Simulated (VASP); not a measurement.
Input of a VASP 6.6.1 run:

The input INCAR:

```
PREC = Accurate
ENCUT = 520
EDIFF = 1E-7
ISMEAR = -1
SIGMA = 0.1
LREAL = F
LASPH = T
NELM = 60
ALGO = Normal
ISIF = 2
LWAVE = F
LCHARG = F
GGA = RE
NBANDS = 13
```

The input KPOINTS:

```
Automatic mesh
0
Gamma
  16 16 16
```

POSCAR

```
Ru
1.0
    0.0000000000      1.8329511603      1.8329511603
    1.8329511603      0.0000000000      1.8329511603
    1.8329511603      1.8329511603      0.0000000000
Ru
1
Direct
    0.0000000000      0.0000000000      0.0000000000
```

Potentials or basis: VASP PAW PBE potentials, release 64 (Ru_pv).

Command:

```console
$ cat potpaw_PBE.64/Ru_pv/POTCAR > POTCAR
$ mpirun -np 1 vasp_std > vasp.out
```

Question: What does it give for the band gap on the k mesh?

Answer: Zero (band 7 reaches 17.31 eV, above the bottom of band 8 at 13.10 eV).

Question: What does it give for the pressure?

Answer: 50.9 GPa.

Caveat: the PAW data sets were made with another functional, which shifts forces and pressure a little.
